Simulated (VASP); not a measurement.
Input of a VASP 6.6.1 run:

The input INCAR:

```
SYSTEM = ScPt
PREC = Accurate
ENCUT = 520
EDIFF = 1E-8
ISMEAR = -1
SIGMA = 0.1
LREAL = .False.
LASPH = .True.
NELM = 100
ALGO = Normal
ISIF = 2
LWAVE = .False.
LCHARG = .True.
GGA = PS
IBRION = 8
NSW = 1
```

The input KPOINTS:

```
Automatic mesh
0
Gamma
  12 12 12
  0 0 0
```

The input POSCAR:

```
ScPt
1.0
    3.2827194718      0.0000000000      0.0000000000
    0.0000000000      3.2827194718      0.0000000000
    0.0000000000      0.0000000000      3.2827194718
Sc Pt
1 1
Direct
    0.5000000000      0.5000000000      0.5000000000
    0.0000000000      0.0000000000      0.0000000000
```

Potentials or basis: VASP PAW PBE potentials, release 64 (Sc_sv, Pt).

Command:

```sh
$ cat potpaw_PBE.64/Sc_sv/POTCAR potpaw_PBE.64/Pt/POTCAR > POTCAR
$ mpirun -np 1 vasp_std > vasp.out
```

Task: Predict the highest phonon frequency at Γ.

Result: 157 cm⁻¹.

Phonon frequencies in cm⁻¹ (negative: imaginary):
| q point | frequencies |
| --- | --- |
| (0.000, 0.000, 0.000) | 0 0 0 157 157 157 |

Caveat: the cell stands under pressure or tension, which shifts response properties.
